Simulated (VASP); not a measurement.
# Y (P6_3/mmc) in VASP: further runs

Y is run at these levels: LDA, PBEsol, PBE, BLYP; tasks: single point.

Program: VASP 6.6.1. These are calculated values, not measurements. Logs are shortened: lines on timing, memory, paths and dates and some standing lists are left out, and cuts for length are marked.

### Step 1. The cell of the first run

Symmetry: P6_3/mmc, No. 194, hexagonal system. The conventional cell has a = 3.481 Å, b = 3.481 Å, c = 11.232 Å, α = 90.00°, β = 90.00°, γ = 120.00°. Within 4.5 Å of Y (site symmetry -6m2) lie 12 Y at 3.45 to 3.48 Å. Within 4.5 Å of Y (site symmetry -3m) lie 12 Y at 3.45 to 3.48 Å.

### Step 2. Single point, LDA

INCAR reads:

```
SYSTEM = Y
PREC = Accurate ; ENCUT = 520
EDIFF = 1E-6 ; ISMEAR = -1
SIGMA = 0.05 ; LREAL = .FALSE.
LASPH = .TRUE. ; NELM = 60
ALGO = Fast ; ISIF = 2
LWAVE = .FALSE. ; LCHARG = .TRUE.
LELF = .TRUE. ; LVHAR = .TRUE.
NBANDS = 30
```

KPOINTS reads:

```
regular mesh
0
G
  8 8 3
  0 0 0
```

POSCAR reads:

```
Y
1.0
    3.4808695528      0.0000000000      0.0000000000
   -1.7404347764      3.0145214600      0.0000000000
    0.0000000000      0.0000000000     11.2320331847
Y
4
Direct
    0.6666666667      0.3333333333      0.7500000000
    0.0000000000      0.0000000000      0.5000000000
    0.3333333333      0.6666666667      0.2500000000
    0.0000000000      0.0000000000      0.0000000000
```

Potentials or basis: VASP PAW LDA potentials, release 64 (Y_sv).

Run with:

```sh
> cat potpaw_LDA.64/Y_sv/POTCAR > POTCAR
> mpirun -np 1 vasp_std > vasp.out
```

OUTCAR:

```text
SYSTEM = Y
   PREC = Accurate
   ENCUT = 520
   EDIFF = 1E-6
   ISMEAR = -1
   LREAL = .FALSE.
   LASPH = .TRUE.
   NELM = 60
   ISIF = 2

 ion  position               nearest neighbor table
   1  0.667  0.333  0.750-   2 3.45   4 3.45   2 3.45   4 3.45   2 3.45   4 3.45
   2  0.000  0.000  0.500-   1 3.45   3 3.45   1 3.45   3 3.45   1 3.45   3 3.45
   3  0.333  0.667  0.250-   2 3.45   4 3.45   2 3.45   4 3.45   2 3.45   4 3.45
   4  0.000  0.000  0.000-   1 3.45   3 3.45   1 3.45   3 3.45   1 3.45   3 3.45

  LATTYP: Found a hexagonal cell.
 ALAT       =     3.4808695528
 C/A-ratio  =     3.2267894600

  Lattice vectors:

 A1 = (   3.4808695528,   0.0000000000,   0.0000000000)
 A2 = (  -1.7404347764,   3.0145214600,   0.0000000000)
 A3 = (   0.0000000000,   0.0000000000,  11.2320331847)

Analysis of symmetry for initial positions (statically):
=====================================================================
 Subroutine PRICEL returns:
 Original cell was already a primitive cell.

 Routine SETGRP: Setting up the symmetry group for a
 hexagonal supercell.

 Subroutine GETGRP returns: Found 24 space group operations
 (whereof 12 operations were pure point group operations)
 out of a pool of 24 trial point group operations.

The static configuration has the point symmetry D_3d.
 The point group associated with its full space group is D_6h.

Analysis of symmetry for dynamics (positions and initial velocities):
=====================================================================
 Subroutine PRICEL returns:
 Original cell was already a primitive cell.

 Routine SETGRP: Setting up the symmetry group for a
 hexagonal supercell.

 Subroutine GETGRP returns: Found 24 space group operations
 (whereof 12 operations were pure point group operations)
 out of a pool of 24 trial point group operations.

The dynamic configuration has the point symmetry D_3d.
 The point group associated with its full space group is D_6h.

 Subroutine INISYM returns: Found 24 space group operations
 (whereof 12 operations are pure point group operations),
 and found     1 'primitive' translations

----------------------------------------------------------------------------------------

                                     Primitive cell

  volume of cell :     117.8595

  direct lattice vectors                    reciprocal lattice vectors
     3.480869553  0.000000000  0.000000000     0.287284538  0.165863805  0.000000000
    -1.740434776  3.014521460  0.000000000     0.000000000  0.331727610  0.000000000
     0.000000000  0.000000000 11.232033185     0.000000000  0.000000000  0.089031076

  length of vectors
     3.480869553  3.480869553 11.232033185     0.331727610  0.331727610  0.089031076

  position of ions in fractional coordinates (direct lattice)
     0.666666667  0.333333333  0.750000000
     0.000000000  0.000000000  0.500000000
     0.333333333  0.666666667  0.250000000
     0.000000000  0.000000000  0.000000000

  ion indices of the primitive-cell ions
   primitive index   ion index
                 1           1
                 2           2
                 3           3
                 4           4

----------------------------------------------------------------------------------------

 KPOINTS: regular mesh

Automatic generation of k-mesh.
 Grid dimensions read from file:
 generate k-points for:    8    8    3

 Generating k-lattice:

  Cartesian coordinates                     Fractional coordinates (reciprocal lattice)
     0.035910567  0.020732976  0.000000000     0.125000000 -0.000000000  0.000000000
     0.000000000  0.041465951  0.000000000     0.000000000  0.125000000  0.000000000
     0.000000000  0.000000000  0.029677025     0.000000000  0.000000000  0.333333333

  Length of vectors
     0.041465951  0.041465951  0.029677025

  Shift w.r.t. Gamma in fractional coordinates (k-lattice)
     0.000000000  0.000000000  0.000000000

 Subroutine IBZKPT returns following result:
 ===========================================

 Found     20 irreducible k-points:

 Following reciprocal coordinates:
            Coordinates               Weight
  0.000000  0.000000  0.000000      1.000000
  0.125000  0.000000  0.000000      6.000000
  0.250000  0.000000  0.000000      6.000000
  0.375000  0.000000  0.000000      6.000000
  0.500000  0.000000  0.000000      3.000000
  0.125000  0.125000  0.000000      6.000000
[... 12 lines left out ...]
  0.250000  0.250000  0.333333     12.000000
  0.375000  0.250000  0.333333     12.000000
   k-points           NKPTS =     20   k-points in BZ     NKDIM =     20   number of bands    NBANDS=     30
   number of dos      NEDOS =    301   number of ions     NIONS =      4
   total plane-waves  NPLWV =  65856
   dimension x,y,z NGX =    28 NGY =   28 NGZ =   84
   dimension x,y,z NGXF=    56 NGYF=   56 NGZF=  168
   ions per type =               4
   NGX,Y,Z   is equivalent  to a cutoff of  13.37, 13.37, 12.43 a.u.
   NGXF,Y,Z  is equivalent  to a cutoff of  26.75, 26.75, 24.87 a.u.
 SYSTEM =  Y
   PREC   = accura    normal or accurate (medium, high low for compatibility)
   ISTART =      0    job   : 0-new  1-cont  2-samecut
   ICHARG =      2    charge: 1-file 2-atom 10-const
   ISPIN  =      1    spin polarized calculation?
   LNONCOLLINEAR =      F non collinear calculations
   LSORBIT =      F    spin-orbit coupling
   LASPH  =      T    aspherical Exc in radial PAW
   ENCUT  =  520.0 eV  38.22 Ry    6.18 a.u.   6.47  6.47 20.88*2*pi/ulx,y,z
   NELM   =     60;   NELMIN=  2; NELMDL= -5     # of ELM steps
   EDIFF  = 0.1E-05   stopping-criterion for ELM
   LREAL  =      F    real-space projection
   EDIFFG = 0.1E-04   stopping-criterion for IOM
   NSW    =      0    number of steps for IOM
   IBRION =     -1    ionic relax: 0-MD 1-quasi-New 2-CG
   NFREE  =      0    steps in history (QN), initial steepest desc. (CG)
   ISIF   =      2    stress and relaxation
   ISYM   =      2    0-nonsym 1-usesym 2-fastsym
   POTIM  = 0.5000    time-step for ionic-motion
   TEBEG  =    0.0;   TEEND  =   0.0 temperature during run
   PSTRESS=    0.0 pullay stress
   NELECT =      44.0000    total number of electrons
   NUPDOWN=      -1.0000    fix difference up-down
   EMIN   =  10.00;   EMAX   =-10.00  energy-range for DOS
   EFERMI =   0.00;   METHOD = LEGACY
   ISMEAR =    -1;   SIGMA  =   0.05  broadening in eV -4-tet -1-fermi 0-gaus
   EFERMI_NEDOS =   21; number of points for ismear=-14 and -15
   IALGO  =     68    algorithm
   IMIX   =      4    mixing-type and parameters
     AMIX     =   0.40;   BMIX     =  1.00
     AMIX_MAG =   1.60;   BMIX_MAG =  1.00
  volume/ion in A,a.u.               =      29.46       198.84
  Fermi-wavevector in a.u.,A,eV,Ry     =   1.178793  2.227596 18.906016  1.389553
  Thomas-Fermi vector in A             =   2.315116
   LORBIT       =      0    0 simple, 1 ext, 2 COOP (PROOUT), +10 PAW based schemes
   GGA     = CA    functional components
   LHFCALC =     F    Hartree Fock is set to
   AEXX    =    0.0000 exact exchange contribution
   IVDW    =     0    specifies the selected vdW correction
   LEPSILON=     F    determine dielectric tensor
   LRPA    =     F    only Hartree local field effects (RPA)
 non-spin polarized calculation
 RMM-DIIS sequential band-by-band and
  energy-cutoff  :      520.00
  volume of cell :      117.86
 maximum number of plane-waves:      3210
 NGX is ok and might be reduce to    28
   NGX = 13   NGY = 13   NGZ = 41

 number of electron      44.0000002 magnetization

 Free energy of the ion-electron system (eV)
  ---------------------------------------------------
  ext. energy  EPLUGINS =         0.00000000
  ---------------------------------------------------
  free energy    TOTEN  =       -27.83744967 eV

  energy without entropy =      -27.79030891  energy(sigma->0) =      -27.81387929

 E-fermi :   3.4080     XC(G=0): -10.0714

 val. band max:        3.3751778829   @ k =   0.2500   0.1250   0.0000
 cond. band min:       3.4100957779   @ k =   0.1250   0.1250   0.3333
 fundamental gap:      0.0349178949
 Fermi energy:         3.4080318684

 k-point     1 :       0.0000    0.0000    0.0000
  band No.  band energies     occupation
      1     -38.8103      2.00000
      2     -38.7571      2.00000
      3     -38.7562      2.00000
      4     -38.7023      2.00000
      5     -19.3437      2.00000
      6     -18.9582      2.00000
[... 22 lines left out ...]
     29       5.5261      0.00000
     30       5.5383      0.00000

 k-point     2 :       0.1250    0.0000    0.0000
  band No.  band energies     occupation
      1     -38.7972      2.00000
      2     -38.7476      2.00000
      3     -38.7467      2.00000
      4     -38.6965      2.00000
      5     -19.3044      2.00000
      6     -18.9741      2.00000
[... 22 lines left out ...]
     29       5.5575      0.00000
     30       5.8255      0.00000

 k-point     3 :       0.2500    0.0000    0.0000
  band No.  band energies     occupation
      1     -38.7642      2.00000
      2     -38.7246      2.00000
      3     -38.7237      2.00000
      4     -38.6837      2.00000
      5     -19.2037      2.00000
      6     -19.0651      2.00000
[... 22 lines left out ...]
     29       5.5189      0.00000
     30       6.0616      0.00000

 k-point     4 :       0.3750    0.0000    0.0000
  band No.  band energies     occupation
      1     -38.7273      2.00000
      2     -38.7015      2.00000
      3     -38.7004      2.00000
      4     -38.6746      2.00000
      5     -19.2425      2.00000
      6     -19.2402      2.00000
[... 484 lines left out ...]
     29       5.5136      0.00000
     30       5.8678      0.00000

 k-point    19 :       0.2500    0.2500    0.3333
  band No.  band energies     occupation
      1     -38.7069      2.00000
      2     -38.7003      2.00000
      3     -38.6824      2.00000
      4     -38.6758      2.00000
      5     -19.1861      2.00000
      6     -19.1746      2.00000
[... 22 lines left out ...]
     29       5.7350      0.00000
     30       5.7610      0.00000

 k-point    20 :       0.3750    0.2500    0.3333
  band No.  band energies     occupation
      1     -38.6909      2.00000
      2     -38.6882      2.00000
      3     -38.6808      2.00000
      4     -38.6782      2.00000
      5     -19.1941      2.00000
      6     -19.1898      2.00000
[... 22 lines left out ...]
     29       5.8750      0.00000
     30       6.0519      0.00000

------------------------ aborting loop because EDIFF is reached ----------------------------------------

  FORCE on cell =-STRESS in cart. coord.  units (eV):
  Direction    XX          YY          ZZ          XY          YZ          ZX
  --------------------------------------------------------------------------------------
  -------------------------------------------------------------------------------------
  Total       -0.1047155     -0.1047155     -0.1050631      0.0000000      0.0000000     -0.0000000
  in kB       -1.4234989     -1.4234989     -1.4282245      0.0000000      0.0000000     -0.0000000
  external PRESSURE =      -1.4250741 kB  Pullay stress =       0.0000000 kB

 VOLUME and BASIS-vectors are now :
 -----------------------------------------------------------------------------
  energy-cutoff  :      520.00
  volume of cell :      117.86
      direct lattice vectors                 reciprocal lattice vectors
     3.480869553  0.000000000  0.000000000     0.287284538  0.165863805  0.000000000
    -1.740434776  3.014521460  0.000000000     0.000000000  0.331727610  0.000000000
     0.000000000  0.000000000 11.232033185     0.000000000  0.000000000  0.089031076

 POSITION                                       TOTAL-FORCE (eV/Angst)
 -----------------------------------------------------------------------------------
      1.74043      1.00484      8.42402         0.000000     -0.000000     -0.000000
      0.00000      0.00000      5.61602        -0.000000      0.000000      0.000000
     -0.00000      2.00968      2.80801        -0.000000      0.000000      0.000000
      0.00000      0.00000      0.00000        -0.000000      0.000000      0.000000
 -----------------------------------------------------------------------------------
    total drift:                                0.000000     -0.000000      0.000000

  FREE ENERGIE OF THE ION-ELECTRON SYSTEM (eV)
  ---------------------------------------------------
  free  energy   TOTEN  =       -27.8374496740 eV

  energy  without entropy=      -27.7903089089  energy(sigma->0) =      -27.81387929
```

Wall time 54 s (1 thread of Intel Xeon 6975P-C (Granite Rapids), shared host); peak memory 0.23 GiB.

Results:

```yaml
Free_energy: -27.8374 eV
Pressure: -0.1 GPa
Band_gap_on_the_k_mesh: zero (bands 22 and 23 overlap by 1.22 eV)
```

Levels at points of the mesh, in eV from the Fermi level:
```csv
k point,band 18,band 19,band 20,band 21,band 22,band 23,band 24,band 25,band 26,band 27
"(0.00, 0.00, 0.00)",-3.35,-3.34,-2.10,0.79,0.85,1.12,1.64,1.64,1.70,1.70
"(0.50, 0.00, 0.00)",-2.00,-1.49,-1.26,-0.56,-0.56,-0.31,0.59,0.75,1.59,1.73
```

### Step 3. Single point, PBEsol

This run uses another cell than the first one, of 30.83 Å³/atom.

INCAR reads:

```
SYSTEM = Y
ALGO = Normal ; EDIFF = 1E-6
ENCUT = 520 ; GGA = PS
ISIF = 2 ; ISMEAR = -1
LASPH = .True. ; LCHARG = .True.
LELF = .True. ; LREAL = .False.
LVHAR = .True. ; LWAVE = .False.
NBANDS = 30 ; NELM = 60
PREC = Accurate ; SIGMA = 0.05
```

KPOINTS reads:

```
k-points
0
Gamma
  8 8 3
  0 0 0
```

POSCAR reads:

```
Y
1.0
    3.5342373352      0.0000000000      0.0000000000
   -1.7671186676      3.0607393153      0.0000000000
    0.0000000000      0.0000000000     11.4017076226
Y
4
Direct
    0.6666666667      0.3333333333      0.7500000000
    0.0000000000      0.0000000000      0.5000000000
    0.3333333333      0.6666666667      0.2500000000
    0.0000000000      0.0000000000      0.0000000000
```

Potentials or basis: VASP PAW PBE potentials, release 64 (Y_sv).

Run with:

```sh
> cat potpaw_PBE.64/Y_sv/POTCAR > POTCAR
> mpirun -np 1 vasp_std > vasp.out
```

OUTCAR:

```text
SYSTEM = Y
   EDIFF = 1E-6
   ENCUT = 520
   GGA = PS
   ISIF = 2
   ISMEAR = -1
   LASPH = .True.
   LREAL = .False.
   NELM = 60
   PREC = Accurate

 ion  position               nearest neighbor table
   1  0.667  0.333  0.750-   2 3.51   4 3.51   2 3.51   4 3.51   2 3.51   4 3.51
   2  0.000  0.000  0.500-   1 3.51   3 3.51   1 3.51   3 3.51   1 3.51   3 3.51
   3  0.333  0.667  0.250-   2 3.51   4 3.51   2 3.51   4 3.51   2 3.51   4 3.51
   4  0.000  0.000  0.000-   1 3.51   3 3.51   1 3.51   3 3.51   1 3.51   3 3.51

[... 856 lines left out ...]
  --------------------------------------------------------------------------------------
  -------------------------------------------------------------------------------------
  Total       -0.0629585     -0.0629585     -0.0434701      0.0000000      0.0000000      0.0000000
  in kB       -0.8178484     -0.8178484     -0.5646885      0.0000000      0.0000000      0.0000000
  external PRESSURE =      -0.7334618 kB  Pullay stress =       0.0000000 kB

 VOLUME and BASIS-vectors are now :
 -----------------------------------------------------------------------------
  energy-cutoff  :      520.00
  volume of cell :      123.34
      direct lattice vectors                 reciprocal lattice vectors
     3.534237335  0.000000000  0.000000000     0.282946476  0.163359224  0.000000000
    -1.767118668  3.060739315  0.000000000     0.000000000  0.326718448  0.000000000
     0.000000000  0.000000000 11.401707623     0.000000000  0.000000000  0.087706161

 POSITION                                       TOTAL-FORCE (eV/Angst)
 -----------------------------------------------------------------------------------
      1.76712      1.02025      8.55128         0.000000     -0.000000     -0.000000
      0.00000      0.00000      5.70085         0.000000      0.000000      0.000000
     -0.00000      2.04049      2.85043        -0.000000      0.000000     -0.000000
      0.00000      0.00000      0.00000         0.000000      0.000000      0.000000
 -----------------------------------------------------------------------------------
    total drift:                                0.000000     -0.000000      0.000000

  FREE ENERGIE OF THE ION-ELECTRON SYSTEM (eV)
  ---------------------------------------------------
  free  energy   TOTEN  =       -27.2952613808 eV

  energy  without entropy=      -27.2427377461  energy(sigma->0) =      -27.26899956
```

OSZICAR:

```text
N       E                     dE             d eps       ncg     rms          rms(c)
DAV:   1     0.221028944459E+03    0.22103E+03   -0.22297E+04  1200   0.142E+03
DAV:   2    -0.590168743073E+01   -0.22693E+03   -0.22054E+03  1370   0.331E+02
DAV:   3    -0.268610223346E+02   -0.20959E+02   -0.20223E+02  1976   0.554E+01
DAV:   4    -0.280864743906E+02   -0.12255E+01   -0.12203E+01  1732   0.138E+01
DAV:   5    -0.281233030319E+02   -0.36829E-01   -0.36819E-01  1734   0.223E+00    0.465E+01
DAV:   6    -0.274253025161E+02    0.69800E+00   -0.89542E-01  1266   0.481E+00    0.287E+01
DAV:   7    -0.273190176034E+02    0.10628E+00   -0.17186E+00  1430   0.607E+00    0.252E+00
DAV:   8    -0.272961875116E+02    0.22830E-01   -0.32937E-01  1466   0.261E+00    0.103E+00
DAV:   9    -0.272954301318E+02    0.75738E-03   -0.11015E-02  1682   0.582E-01    0.473E-01
DAV:  10    -0.272952304253E+02    0.19971E-03   -0.33986E-03  1504   0.365E-01    0.313E-01
DAV:  11    -0.272952659614E+02   -0.35536E-04   -0.75619E-04  1452   0.181E-01    0.833E-02
DAV:  12    -0.272952621287E+02    0.38327E-05   -0.52910E-05  1650   0.440E-02    0.231E-02
DAV:  13    -0.272952613808E+02    0.74782E-06   -0.97821E-06  1274   0.211E-02
   1 F= -.27295261E+02 E0= -.27269000E+02  d E =-.525236E-01
```

stdout:

```text
POSCAR found type information on POSCAR Y
 POSCAR found :  1 types and       4 ions
 scaLAPACK will be used
 -----------------------------------------------------------------------------
|                                                                             |
|                                                                             |
|     You enforced a specific xc type in the INCAR file but a different       |
|     I HOPE YOU KNOW WHAT YOU ARE DOING!                                     |
|                                                                             |
 -----------------------------------------------------------------------------

 LDA part: xc-table for (Slater+PW92), standard interpolation
 POSCAR, INCAR and KPOINTS ok, starting setup
 FFT: planning ... GRIDC
 FFT: planning ... GRID_SOFT
 FFT: planning ... GRID
 WAVECAR not read
 entering main loop
```

Run time: 41 s. Hardware: 1 thread of Intel Xeon 6975P-C (Granite Rapids), shared host; peak memory 0.27 GiB.

What came out:

| Property | Result |
| --- | --- |
| Free energy | -27.2953 eV |
| Pressure | -0.1 GPa |
| Band gap on the k mesh | zero (bands 22 and 23 overlap by 1.16 eV) |

Levels at points of the mesh, in eV from the Fermi level:
```
           k point  band 19  band 20  band 21  band 22  band 23  band 24  band 25  band 26
(0.00, 0.00, 0.00)    -3.36    -2.03     0.79     0.85     0.89     1.66     1.66     1.72
(0.50, 0.00, 0.00)    -1.41    -1.24    -0.55    -0.51    -0.31     0.49     0.77     1.54
```

Caveat: the PAW data sets were made with another functional, which shifts forces and pressure a little.

(Continued in part 2 of 2.)
